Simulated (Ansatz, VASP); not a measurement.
## Two plane-wave programs on La2HfO2

File INCAR:

```
SYSTEM = La2HfO2
PREC     = Accurate       ! precision mode
ENCUT    = 520            ! plane-wave cutoff, eV
EDIFF    = 1E-7           ! SCF threshold, eV
ISMEAR   = 0              ! smearing method
SIGMA    = 0.1            ! smearing width, eV
LREAL    = .FALSE.        ! projectors in reciprocal space
LASPH    = .TRUE.         ! aspherical terms in the spheres
NELM     = 80             ! most SCF steps
ALGO     = Normal         ! electronic algorithm
ISIF     = 2              ! what is computed and relaxed
LWAVE    = .FALSE.        ! write WAVECAR
LCHARG   = .TRUE.         ! write CHGCAR
GGA      = PE             ! functional
LELF     = .TRUE.         ! ELF
LVHAR    = .TRUE.       
NBANDS   = 30             ! bands
```

Contents of KPOINTS:

```
regular mesh
0
G
  6 6 2
  0 0 0
```

POSCAR

```
La2HfO2
1.0
    3.9963508700      0.0000000000      0.0000000000
   -1.9981754400      3.4609413800      0.0000000000
    0.0000000000      0.0000000000      8.6072648400
La Hf O
2 1 2
Direct
    0.0000000000      0.0000000000      0.7891554300
    0.0000000000      0.0000000000      0.2108445700
    0.3333333300      0.6666666700      0.0000000000
    0.3333333300      0.6666666700      0.6893841300
    0.3333333300      0.6666666700      0.3106158700
```

Input for Ansatz:

```yaml
crystal:
  lattice:
    - [3.99635087, 0.0, 0.0]
    - [-1.99817544, 3.46094138, 0.0]
    - [0.0, 0.0, 8.60726484]
  atoms:
    - { symbol: La, position: [0.0, 0.0, 0.78915543] }
    - { symbol: La, position: [0.0, 0.0, 0.21084457] }
    - { symbol: Hf, position: [0.33333333, 0.66666667, 0.0] }
    - { symbol: O, position: [0.33333333, 0.66666667, 0.68938413] }
    - { symbol: O, position: [0.33333333, 0.66666667, 0.31061587] }
basis:
  ecutwfc: 420
kpoints:
  mp_grid: { grid: [6, 6, 2] }
hamiltonian:
  xc: pbe
scf:
  occupations: { method: gaussian, width: 0.1 }
  lower_state_search: "off"
output:
  forces: true
  stress: true
  eigenvalues: true
```

Alike in both runs: task single point; functional PBE; k mesh 6 × 6 × 2; occupations gaussian, width 0.1 eV; no spin polarisation.

```csv
,VASP,Ansatz
version,VASP 6.6.1,Ansatz 0.2.0
potentials or method,"VASP PAW PBE potentials, release 64 (La, Hf_pv, O), cutoff 520 eV","scalar-relativistic, plane waves, PAW"
valence electrons in the cell,44,60
```

|  | VASP | Ansatz | Ansatz less VASP |
| --- | --- | --- | --- |
| gap on the k mesh at the Fermi level (eV) | none | none | - |
| pressure (GPa) | 3.9 | 4.1 | +0.21 |
| traceless stress, the component that is largest in VASP (GPa) | 3.46 | 3.43 | -0.030 |
| rms of the force components (eV/Å) | 2.030 | 2.022 | -0.0083 |

Atom by atom the forces differ by 0.010 eV/Å (rms over components). A gap of «none» marks a metal or a gap that the smearing closes. With one functional, cell and mesh, what is left measures potentials, basis and numerics. VASP's potentials hold 44 valence electrons a cell and Ansatz's 60, so a difference there can come from the potentials and not from the codes.

The k mesh is coarse, so the values compare programs but aren't converged. Spin-orbit coupling is off throughout.
